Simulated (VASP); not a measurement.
# P (Imma) in VASP: settings compared

The runs below take P through single point, with r2SCAN, PBE.

All numbers are computed with VASP 6.6.1; they aren't measurements. Logs are shortened: lines on timing, memory, paths and dates and some standing lists are left out, and cuts for length are marked.

**1. The cell of the first run**

Symmetry: Imma, No. 74, orthorhombic system. The conventional cell has a = 3.383 Å, b = 5.030 Å, c = 3.718 Å, α = 90.00°, β = 90.00°, γ = 90.00°. Within 3.0 Å of P (site symmetry mm2) lie 6 P at 2.24 to 2.82 Å.

**2. Single point, r2SCAN**

Contents of POSCAR:

```
P
1.0
   -1.6915100431      2.5151650373      1.8589441358
    1.6915100431     -2.5151650373      1.8589441358
    1.6915100431      2.5151650373     -1.8589441358
P
2
Direct
    0.6966908900      0.9466908900      0.7500000000
    0.3033091100      0.0533091100      0.2500000000
```

Contents of INCAR.step1:

```
SYSTEM = P
ALGO     = Normal         ! electronic algorithm
EDIFF    = 1E-4           ! SCF threshold, eV
ENCUT    = 520            ! plane-wave cutoff, eV
GGA      = PE             ! functional
ISMEAR   = -1             ! smearing method
LASPH    = .TRUE.         ! aspherical terms in the spheres
LCHARG   = .FALSE.        ! write CHGCAR
LREAL    = .FALSE.        ! projectors in reciprocal space
LWAVE    = .TRUE.         ! write WAVECAR
NBANDS   = 12             ! bands
NELM     = 80             ! most SCF steps
PREC     = Accurate       ! precision mode
SIGMA    = 0.05           ! smearing width, eV
```

Contents of INCAR.step2:

```
SYSTEM = P
ALGO     = Normal         ! electronic algorithm
EDIFF    = 1E-7           ! SCF threshold, eV
ENCUT    = 520            ! plane-wave cutoff, eV
ISIF     = 2              ! what is computed and relaxed
ISMEAR   = -1             ! smearing method
ISTART   = 1            
LASPH    = .TRUE.         ! aspherical terms in the spheres
LCHARG   = .FALSE.        ! write CHGCAR
LMIXTAU  = .TRUE.       
LREAL    = .FALSE.        ! projectors in reciprocal space
LWAVE    = .FALSE.        ! write WAVECAR
METAGGA  = R2SCAN         ! meta-GGA
NBANDS   = 12             ! bands
NELM     = 80             ! most SCF steps
PREC     = Accurate       ! precision mode
SIGMA    = 0.05           ! smearing width, eV
```

Contents of KPOINTS:

```
k-points
0
G
  6 6 6
  0 0 0
```

Potentials or basis: VASP PAW PBE potentials, release 64 (P).

Started as:

```sh
> cat potpaw_PBE.64/P/POTCAR > POTCAR
> cp INCAR.step1 INCAR
> mpirun -np 1 vasp_std > vasp.out
> cp INCAR.step2 INCAR
> mpirun -np 1 vasp_std > vasp.out
```

OUTCAR:

```text
SYSTEM = P
   EDIFF = 1E-7
   ENCUT = 520
   ISIF = 2
   ISMEAR = -1
   ISTART = 1
   LASPH = .TRUE.
   LREAL = .FALSE.
   METAGGA = R2SCAN
   NELM = 80
   PREC = Accurate

 ion  position               nearest neighbor table
   1  0.697  0.947  0.750-   2 2.24   2 2.24   2 2.55   2 2.55   2 2.82   2 2.82
   2  0.303  0.053  0.250-   1 2.24   1 2.24   1 2.55   1 2.55   1 2.82   1 2.82

  LATTYP: Found a body centered orthorhombic cell.
 ALAT       =     3.3830200862
 B/A-ratio  =     1.0989849829
 C/A-ratio  =     1.4869347348

  Lattice vectors:

 A1 = (   1.6915100431,  -2.5151650373,  -1.8589441358)
 A2 = (  -1.6915100431,  -2.5151650373,   1.8589441358)
 A3 = (  -1.6915100431,   2.5151650373,  -1.8589441358)

Analysis of symmetry for initial positions (statically):
=====================================================================
 Subroutine PRICEL returns:
 Original cell was already a primitive cell.

 Routine SETGRP: Setting up the symmetry group for a
 body centered orthorhombic supercell.

 Subroutine GETGRP returns: Found  8 space group operations
 (whereof  4 operations were pure point group operations)
 out of a pool of  8 trial point group operations.

The static configuration has the point symmetry C_2h.
 The point group associated with its full space group is D_2h.

Analysis of symmetry for dynamics (positions and initial velocities):
=====================================================================
 Subroutine PRICEL returns:
 Original cell was already a primitive cell.

 Routine SETGRP: Setting up the symmetry group for a
 body centered orthorhombic supercell.

 Subroutine GETGRP returns: Found  8 space group operations
 (whereof  4 operations were pure point group operations)
 out of a pool of  8 trial point group operations.

The dynamic configuration has the point symmetry C_2h.
 The point group associated with its full space group is D_2h.

 Subroutine INISYM returns: Found  8 space group operations
 (whereof  4 operations are pure point group operations),
 and found     1 'primitive' translations

----------------------------------------------------------------------------------------

                                     Primitive cell

  volume of cell :      31.6350

  direct lattice vectors                    reciprocal lattice vectors
    -1.691510043  2.515165037  1.858944136     0.000000000  0.198794112  0.268969890
     1.691510043 -2.515165037  1.858944136     0.295593870  0.000000000  0.268969890
     1.691510043  2.515165037 -1.858944136     0.295593870  0.198794112  0.000000000

  length of vectors
     3.555690466  3.555690466  3.555690466     0.334460612  0.399650520  0.356223013

  position of ions in fractional coordinates (direct lattice)
     0.696690890  0.946690890  0.750000000
     0.303309110  0.053309110  0.250000000

  ion indices of the primitive-cell ions
   primitive index   ion index
                 1           1
                 2           2

----------------------------------------------------------------------------------------

 KPOINTS: k-points

Automatic generation of k-mesh.
 Grid dimensions read from file:
 generate k-points for:    6    6    6

 Generating k-lattice:

  Cartesian coordinates                     Fractional coordinates (reciprocal lattice)
     0.000000000  0.033132352  0.044828315     0.166666667 -0.000000000  0.000000000
     0.049265645  0.000000000  0.044828315    -0.000000000  0.166666667  0.000000000
     0.049265645  0.033132352  0.000000000     0.000000000  0.000000000  0.166666667

  Length of vectors
     0.055743435  0.066608420  0.059370502

  Shift w.r.t. Gamma in fractional coordinates (k-lattice)
     0.000000000  0.000000000  0.000000000

 Subroutine IBZKPT returns following result:
 ===========================================

 Found     46 irreducible k-points:

 Following reciprocal coordinates:
            Coordinates               Weight
  0.000000  0.000000  0.000000      1.000000
  0.166667  0.000000  0.000000      4.000000
  0.333333  0.000000 -0.000000      4.000000
  0.500000 -0.000000  0.000000      2.000000
  0.000000  0.166667  0.000000      4.000000
  0.166667  0.166667  0.000000      8.000000
[... 16 lines left out ...]
 -0.166667  0.166667  0.166667      2.000000
  0.166667  0.333333  0.166667      4.000000
 [... further k-points ...]
   k-points           NKPTS =     46   k-points in BZ     NKDIM =     46   number of bands    NBANDS=     12
   number of dos      NEDOS =    301   number of ions     NIONS =      2
   total plane-waves  NPLWV =  21952
   dimension x,y,z NGX =    28 NGY =   28 NGZ =   28
   dimension x,y,z NGXF=    56 NGYF=   56 NGZF=   56
   ions per type =               2
   NGX,Y,Z   is equivalent  to a cutoff of  13.09, 13.09, 13.09 a.u.
   NGXF,Y,Z  is equivalent  to a cutoff of  26.18, 26.18, 26.18 a.u.
 SYSTEM =  P
   PREC   = accura    normal or accurate (medium, high low for compatibility)
   ISTART =      1    job   : 0-new  1-cont  2-samecut
   ICHARG =      0    charge: 1-file 2-atom 10-const
   ISPIN  =      1    spin polarized calculation?
   LNONCOLLINEAR =      F non collinear calculations
   LSORBIT =      F    spin-orbit coupling
   LASPH  =      T    aspherical Exc in radial PAW
   ENCUT  =  520.0 eV  38.22 Ry    6.18 a.u.   6.61  6.61  6.61*2*pi/ulx,y,z
   NELM   =     80;   NELMIN=  2; NELMDL=  0     # of ELM steps
   EDIFF  = 0.1E-06   stopping-criterion for ELM
   LREAL  =      F    real-space projection
   EDIFFG = 0.1E-05   stopping-criterion for IOM
   NSW    =      0    number of steps for IOM
   IBRION =     -1    ionic relax: 0-MD 1-quasi-New 2-CG
   NFREE  =      0    steps in history (QN), initial steepest desc. (CG)
   ISIF   =      2    stress and relaxation
   ISYM   =      2    0-nonsym 1-usesym 2-fastsym
   POTIM  = 0.5000    time-step for ionic-motion
   TEBEG  =    0.0;   TEEND  =   0.0 temperature during run
   PSTRESS=    0.0 pullay stress
   NELECT =      10.0000    total number of electrons
   NUPDOWN=      -1.0000    fix difference up-down
   EMIN   =  10.00;   EMAX   =-10.00  energy-range for DOS
   EFERMI =   0.00;   METHOD = LEGACY
   ISMEAR =    -1;   SIGMA  =   0.05  broadening in eV -4-tet -1-fermi 0-gaus
   EFERMI_NEDOS =   21; number of points for ismear=-14 and -15
   IALGO  =     38    algorithm
   IMIX   =      4    mixing-type and parameters
     AMIX     =   0.40;   BMIX     =  1.00
     AMIX_MAG =   1.60;   BMIX_MAG =  1.00
  volume/ion in A,a.u.               =      15.82       106.74
  Fermi-wavevector in a.u.,A,eV,Ry     =   1.115199  2.107421 16.921141  1.243669
  Thomas-Fermi vector in A             =   2.251801
   LORBIT       =      0    0 simple, 1 ext, 2 COOP (PROOUT), +10 PAW based schemes
   METAGGA = R2SCAN    functional components
   LHFCALC =     F    Hartree Fock is set to
   AEXX    =    0.0000 exact exchange contribution
   IVDW    =     0    specifies the selected vdW correction
   LEPSILON=     F    determine dielectric tensor
   LRPA    =     F    only Hartree local field effects (RPA)
 non-spin polarized calculation
  energy-cutoff  :      520.00
  volume of cell :       31.63
 maximum number of plane-waves:       868
 NGX is ok and might be reduce to    28
   NGX = 13   NGY = 13   NGZ = 13

 number of electron      10.0000000 magnetization

 Free energy of the ion-electron system (eV)
  ---------------------------------------------------
  ext. energy  EPLUGINS =         0.00000000
  ---------------------------------------------------
  free energy    TOTEN  =       -17.75981853 eV

  energy without entropy =      -17.75645514  energy(sigma->0) =      -17.75813683

 E-fermi :   8.9328     XC(G=0): -11.4030

 val. band max:        8.8769140356   @ k =   0.3333   0.3333   0.1667
 cond. band min:       8.9341945907   @ k =   0.5000   0.5000   0.0000
 fundamental gap:      0.0572805551
 Fermi energy:         8.9327770611

 k-point     1 :       0.0000    0.0000    0.0000
  band No.  band energies     occupation
      1      -8.2662      2.00000
      2       5.6213      2.00000
      3       5.8854      2.00000
      4       5.9584      2.00000
      5       6.5859      2.00000
      6      10.5879      0.00000
      7      11.6090      0.00000
      8      13.3920      0.00000
      9      14.5170      0.00000
     10      15.9047      0.00000
     11      16.1942      0.00000
     12      16.4549      0.00000

 k-point     2 :       0.1667    0.0000    0.0000
  band No.  band energies     occupation
      1      -7.8590      2.00000
      2       2.4316      2.00000
      3       5.7619      2.00000
      4       6.2758      2.00000
      5       8.1284      2.00000
      6      10.8973      0.00000
      7      11.3463      0.00000
      8      11.9760      0.00000
      9      14.7559      0.00000
     10      15.3684      0.00000
     11      15.9332      0.00000
     12      19.2631      0.00000

 k-point     3 :       0.3333    0.0000   -0.0000
  band No.  band energies     occupation
      1      -6.7142      2.00000
      2      -0.8484      2.00000
      3       5.5700      2.00000
      4       6.4790      2.00000
      5       8.2000      2.00000
      6       9.8365      0.00000
      7      10.4077      0.00000
      8      11.3601      0.00000
      9      16.6026      0.00000
     10      17.1761      0.00000
     11      17.7819      0.00000
     12      23.2723      0.00000

 k-point     4 :       0.5000   -0.0000    0.0000
  band No.  band energies     occupation
      1      -5.6371      2.00000
      2      -2.6741      2.00000
      3       5.4983      2.00000
      4       7.1150      2.00000
      5       7.2718      2.00000
      6       9.6326      0.00000
      7       9.8267      0.00000
      8      11.0878      0.00000
      9      18.5100      0.00000
     10      19.2346      0.00000
     11      20.4309      0.00000
     12      21.9398      0.00000

 k-point     5 :       0.0000    0.1667    0.0000
  band No.  band energies     occupation
      1      -7.6607      2.00000
      2       2.8781      2.00000
      3       4.5653      2.00000
      4       5.4269      2.00000
      5       7.9574      2.00000
      6      10.9838      0.00000
      7      11.1072      0.00000
      8      13.5433      0.00000
      9      14.2429      0.00000
     10      15.8124      0.00000
     11      17.0805      0.00000
     12      17.2661      0.00000
[... 228 lines left out ...]
      1      -5.4018      2.00000
      2      -0.9238      2.00000
      3       2.0439      2.00000
      4       3.9657      2.00000
      5       7.2922      2.00000
      6      10.2714      0.00000
      7      13.0031      0.00000
      8      13.9450      0.00000
      9      15.8910      0.00000
     10      18.8122      0.00000
     11      19.7901      0.00000
     12      21.8678      0.00000

 k-point    22 :       0.3333    0.1667    0.1667
  band No.  band energies     occupation
      1      -4.3560      2.00000
      2      -2.0916      2.00000
      3       1.3227      2.00000
      4       3.4174      2.00000
      5       8.2142      2.00000
      6       9.3543      0.00044
      7      14.7920      0.00000
      8      15.1929      0.00000
      9      15.8962      0.00000
     10      17.0089      0.00000
     11      20.5277      0.00000
     12      22.9796      0.00000

 k-point    23 :      -0.1667    0.1667    0.1667
  band No.  band energies     occupation
      1      -6.8959      2.00000
      2       0.6872      2.00000
      3       4.5187      2.00000
      4       6.2787      2.00000
      5       7.2814      2.00000
      6       9.9956      0.00000
      7      10.8582      0.00000
      8      11.8915      0.00000
      9      14.0839      0.00000
     10      17.0735      0.00000
     11      18.4487      0.00000
     12      18.7164      0.00000

 k-point    24 :       0.1667    0.3333    0.1667
  band No.  band energies     occupation
      1      -3.5589      2.00000
      2      -2.2891      2.00000
      3       1.2221      2.00000
      4       2.1515      2.00000
      5       6.7799      2.00000
      6      10.9701      0.00000
      7      13.0233      0.00000
      8      16.6495      0.00000
      9      17.2088      0.00000
     10      17.8190      0.00000
     11      21.6103      0.00000
     12      23.4907      0.00000

 [... further k-points ...]
[... 5 lines left out ...]
  --------------------------------------------------------------------------------------
  -------------------------------------------------------------------------------------
  Total        0.1286497      0.4967935      0.1514736      0.0000000      0.0000000      0.0000000
  in kB        6.5155641     25.1604908      7.6714948      0.0000000      0.0000000      0.0000000
  external PRESSURE =      13.1158499 kB  Pullay stress =       0.0000000 kB

 VOLUME and BASIS-vectors are now :
 -----------------------------------------------------------------------------
  energy-cutoff  :      520.00
  volume of cell :       31.63
      direct lattice vectors                 reciprocal lattice vectors
    -1.691510043  2.515165037  1.858944136     0.000000000  0.198794112  0.268969890
     1.691510043 -2.515165037  1.858944136     0.295593870  0.000000000  0.268969890
     1.691510043  2.515165037 -1.858944136     0.295593870  0.198794112  0.000000000

 POSITION                                       TOTAL-FORCE (eV/Angst)
 -----------------------------------------------------------------------------------
      1.69151      1.25758      1.66075         0.000000     -0.000000     -0.042525
      0.00000      1.25758      0.19820        -0.000000      0.000000      0.042525
 -----------------------------------------------------------------------------------
    total drift:                               -0.000000     -0.000000     -0.000000

  FREE ENERGIE OF THE ION-ELECTRON SYSTEM (eV)
  ---------------------------------------------------
  free  energy   TOTEN  =       -17.7598185316 eV

  energy  without entropy=      -17.7564551362  energy(sigma->0) =      -17.75813683
```

Run time: 46 s. Hardware: 1 thread of Intel Xeon 6975P-C (Granite Rapids), shared host; peak memory 0.15 GiB.

What came out:

- Free energy: -17.7598 eV
- Pressure: 1.3 GPa
- Largest force: 0.043 eV/Å
- Band gap on the k mesh: zero (band 5 reaches 9.71 eV, above the bottom of band 6 at 8.88 eV)

Forces in eV/Å, atoms in the order of the input:
```
P    0.000  0.000 -0.043
P    0.000  0.000  0.043
```

Caveat: the k points lie up to 0.42 Å⁻¹ apart; the PAW data sets were made with another functional, which shifts forces and pressure a little.

**3. Single point, PBE**

Contents of INCAR:

```
ALGO = Normal
EDIFF = 1E-6
ENCUT = 520
GGA = PE
ISIF = 2
ISMEAR = -1
LASPH = T
LCHARG = F
LREAL = F
LWAVE = F
NBANDS = 12
NELM = 60
PREC = Accurate
SIGMA = 0.05
```

Contents of KPOINTS:

```
k-points
0
Gamma
  11 11 11
```

POSCAR is that of step 2.

Potentials or basis: VASP PAW PBE potentials, release 64 (P).

Started as:

```sh
> cat potpaw_PBE.64/P/POTCAR > POTCAR
> mpirun -np 1 vasp_std > vasp.out
```

Run time: 2.3 min. Hardware: 1 thread of AMD EPYC 7R13, shared host; peak memory 0.16 GiB.

Results (log left out):

```
Free energy            : -10.6290 eV
Pressure               : 2.4 GPa
Largest force          : 0.326 eV/Å
Band gap on the k mesh : zero (band 5 reaches 9.39 eV, above the bottom of band 6 at 8.85 eV)
```

Forces on the atoms (eV/Å):
```
P    0.000  0.000  0.326
P    0.000  0.000 -0.326
```

Stress tensor (GPa, compression positive):
```
3.21 0.00 0.00
0.00 1.53 0.00
0.00 0.00 2.46
```

Levels at points of the mesh, in eV from the Fermi level:
```
           k point  band 2  band 3  band 4  band 5  band 6  band 7  band 8  band 9
(0.00, 0.00, 0.00)   -3.19   -3.15   -2.94   -2.28    1.37    2.31    4.08    5.09
```
